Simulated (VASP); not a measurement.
A run of VASP 6.6.1 is set up as follows.

Contents of INCAR:

```
PREC = Accurate ; ENCUT = 520
EDIFF = 1E-6 ; ISMEAR = -1
SIGMA = 0.15 ; LREAL = F
LASPH = T ; NELM = 80
ALGO = Fast ; ISIF = 2
LWAVE = F ; LCHARG = F
NBANDS = 49
```

The input KPOINTS:

```
regular mesh
0
Gamma
  6 6 6
```

The input POSCAR:

```
Ti3Al
1.0
    5.6257219066      0.0000000000      0.0000000000
   -2.8128609533      4.8720180858      0.0000000000
    0.0000000000      0.0000000000      4.5654551058
Ti Al
6 2
Direct
    0.8305464058      0.6610928116      0.2500000000
    0.1694535942      0.8305464058      0.7500000000
    0.3389071884      0.1694535942      0.2500000000
    0.1694535942      0.3389071884      0.7500000000
    0.8305464058      0.1694535942      0.2500000000
    0.6610928116      0.8305464058      0.7500000000
    0.3333333333      0.6666666667      0.2500000000
    0.6666666667      0.3333333333      0.7500000000
```

Potentials or basis: VASP PAW LDA potentials, release 64 (Ti_sv, Al).

The run is started by

```bash
$ cat potpaw_LDA.64/Ti_sv/POTCAR potpaw_LDA.64/Al/POTCAR > POTCAR
$ mpirun -np 1 vasp_std > vasp.out
```

(1) Predict the pressure.

(2) Estimate the band gap on the k mesh.

(3) Predict the largest force.

Answers

(1) 0.1 GPa.

(2) zero (band 39 reaches 8.71 eV, above the bottom of band 40 at 8.54 eV).

(3) 0.007 eV/Å.
